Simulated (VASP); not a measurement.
Crystal: Ge3Pd.

```
CELL_PARAMETERS angstrom
4.22980 0.00000 0.00000
0.00000 4.22980 0.00000
0.00000 0.00000 4.22980
ATOMIC_POSITIONS crystal
Ge 0.00000 0.50000 0.50000
Ge 0.50000 0.00000 0.50000
Ge 0.50000 0.50000 0.00000
Pd 0.00000 0.00000 0.00000
```

The cell was built from a structure type or drawn by symmetry, and may not be a known phase.

```yaml
Program: VASP 6.6.1
Task: relaxation of cell and atoms
Functional: PBE
Potentials_or_basis: VASP PAW PBE potentials, release 64 (Ge_d, Pd)
Cutoff: 600 eV
k_mesh: 4 × 4 × 4
Occupations: gaussian, width 0.1 eV
Spin: no spin polarisation
```

At the start: pressure -5.1 GPa; volume 18.92 Å³/atom.

Problem. How do energy, volume and symmetry change on relaxing?

Solution. Over 3 steps the energy falls by 20.4 meV/atom and the volume is 17.72 Å³/atom (-6.4 %); space group Pm-3m (No. 221, to 0.1 Å) before and after.

Step by step:
| step | energy change (eV) | largest force (eV/Å) | pressure (GPa) | volume (Å³) |
| --- | --- | --- | --- | --- |
| 1 | 0.0000 | 0.0000 | -5.09 | 75.68 |
| 2 | -0.0708 | 0.0000 | 2.14 | 69.29 |
| 3 | -0.0817 | 0.0000 | 0.09 | 70.86 |

Final structure:
```yaml
crystal:
  lattice:
    - [4.13815, 0.00000, 0.00000]
    - [0.00000, 4.13815, 0.00000]
    - [0.00000, 0.00000, 4.13815]
  atoms:
    - { symbol: Ge, position: [0.00000, 0.50000, 0.50000] }
    - { symbol: Ge, position: [0.50000, 0.00000, 0.50000] }
    - { symbol: Ge, position: [0.50000, 0.50000, 0.00000] }
    - { symbol: Pd, position: [0.00000, 0.00000, 0.00000] }
```

Caveat: the k points lie up to 0.38 Å⁻¹ apart in the final cell, too coarse for converged energies and pressures of a metal.
